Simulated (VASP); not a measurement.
**In2O3: single point with r2SCAN**

The system is In2O3.

```xyz
10
Lattice="2.7539 1.5900 4.7321 -2.7539 1.5900 4.7321 0.0000 -3.1800 4.7321" Properties=species:S:1:pos:R:3 pbc="T T T"
In    0.0000    0.0000    5.0691
In    0.0000    0.0000    2.0291
In    0.0000    0.0000    9.1272
In    0.0000    0.0000   12.1672
O    -1.1204    1.5900    8.2811
O    -0.8167   -1.7653    8.2811
O     1.9372    0.1753    8.2811
O     1.1204   -1.5900    5.9151
O     0.8167    1.7653    5.9151
O    -1.9372   -0.1753    5.9151
```

This cell differs from its parent crystal: strain +0.000 along x and y, -0.025 along z.

```
Program                : VASP 6.6.1
Task                   : single point
Functional             : r2SCAN
Potentials or basis    : VASP PAW PBE potentials, release 64 (In_d, O)
Cutoff                 : 520 eV
k mesh                 : 6 × 6 × 6
Occupations            : gaussian, width 0.05 eV
Spin                   : no spin polarisation
Dipole correction      : no
Further INCAR settings : ALGO = Normal; EDIFF = 1e-07; NBANDS = 55
```

```
Pressure               : 5.6 GPa
Largest force          : 0.330 eV/Å
Band gap on the k mesh : 1.95 eV (least direct gap 2.02 eV)
```

Forces on the atoms (eV/Å):
```
In   0.000  0.000  0.330
In   0.000  0.000 -0.330
In   0.000  0.000 -0.330
In   0.000  0.000  0.330
O    0.068  0.000  0.000
O   -0.034  0.059  0.000
O   -0.034 -0.059  0.000
O   -0.068  0.000  0.000
O    0.034 -0.059  0.000
O    0.034  0.059  0.000
```

Stress tensor (GPa, compression positive):
```
4.23 0.00 0.00
0.00 4.23 0.00
0.00 0.00 8.23
```

Levels at points of the mesh, in eV from the valence-band top:
```csv
k point,band 42,band 43,band 44,band 45,band 46,band 47
"(0.00, 0.00, 0.00)",-0.25,-0.07,-0.07,1.95,6.23,7.21
"(0.50, 0.00, 0.00)",-0.69,-0.06,-0.06,5.67,5.67,6.72
"(0.50, 0.50, 0.00)",-0.30,-0.06,-0.04,6.01,6.20,7.18
"(0.50, 0.50, 0.50)",-0.24,-0.24,-0.24,5.10,5.10,8.06
```

Wall time 37 min on 1 thread of Intel Xeon 8259CL, with other jobs on the host, peak memory 0.39 GiB.

Caveat: the cell differs from its parent crystal (strain +0.000 along x and y, -0.025 along z); the cell stands under pressure; the PAW data sets were made with another functional, which shifts forces and pressure a little; spin-orbit coupling is left out, which moves the levels of the heavy elements. A k mesh can miss the band edges.
